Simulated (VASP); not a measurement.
Input of a VASP 6.6.1 run:

The input INCAR:

```
PREC = Accurate
ENCUT = 520
EDIFF = 1E-8
ISMEAR = 0
SIGMA = 0.01
LREAL = F
LASPH = T
NELM = 60
ALGO = Normal
ISIF = 2
LWAVE = F
LCHARG = F
GGA = PS
NBANDS = 15
IBRION = 8
NSW = 1
LEPSILON = T
```

Contents of KPOINTS:

```
regular mesh
0
Gamma
  8 8 8
```

POSCAR

```
CaO
1.0
    2.8344000000      0.0000000000      0.0000000000
    0.0000000000      2.8344000000      0.0000000000
    0.0000000000      0.0000000000      2.8344000000
Ca O
1 1
Direct
    0.0000000000      0.0000000000      0.0000000000
    0.5000000000      0.5000000000      0.5000000000
```

Potentials or basis: VASP PAW PBE potentials, release 64 (Ca_sv, O).

Command:

```bash
$ cat potpaw_PBE.64/Ca_sv/POTCAR potpaw_PBE.64/O/POTCAR > POTCAR
$ mpirun -np 1 vasp_std > vasp.out
```

Problem. Estimate the electronic dielectric tensor (diagonal).

Solution. 4.65.

Problem. Predict the Born charges (mean of the diagonal).

Solution. Ca +2.59; O -2.59 e.

Problem. Estimate the highest phonon frequency at Γ, LO-TO splitting left out.

Solution. 206 cm⁻¹.

Born effective charge tensors (e):
atom 1, Ca
```
2.59 0.00 0.00
0.00 2.59 0.00
0.00 0.00 2.59
```
atom 2, O
```
-2.59  0.00  0.00
 0.00 -2.59  0.00
 0.00  0.00 -2.59
```

Caveat: the cell stands under pressure or tension, which shifts response properties.
